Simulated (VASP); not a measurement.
NaCl:

```
Na Cl
1.0
     0.00000    2.97062    2.74433
     2.97062    0.00000    2.74433
     2.97062    2.97062    0.00000
Na Cl
1 1
Direct
  0.00000 0.00000 0.00000
  0.50000 0.50000 0.50000
```

This cell differs from its parent crystal: epitaxial xy strain +6.0%.

Base run:

```yaml
Program: VASP 6.6.1
Functional: r2SCAN
Potentials_or_basis: VASP PAW PBE potentials, release 64 (Na_pv, Cl)
Cutoff: 520 eV
k_mesh: 8 × 8 × 8
Occupations: gaussian, width 0.01 eV
Spin: no spin polarisation
```

Its results: band gap on the k mesh 5.60 eV; pressure -1.9 GPa.

Problem. The run is repeated on the same cell with these changes: functional from r2SCAN to PBE; occupations from gaussian, width 0.01 eV to fermi-dirac, width 0.02 eV. What comes out?

Solution. Band gap on the k mesh 4.81 eV; pressure -0.7 GPa.

Caveats: the PAW data sets were made with another functional, which shifts forces and pressure a little (at least some runs).

A k mesh can miss the band edges.
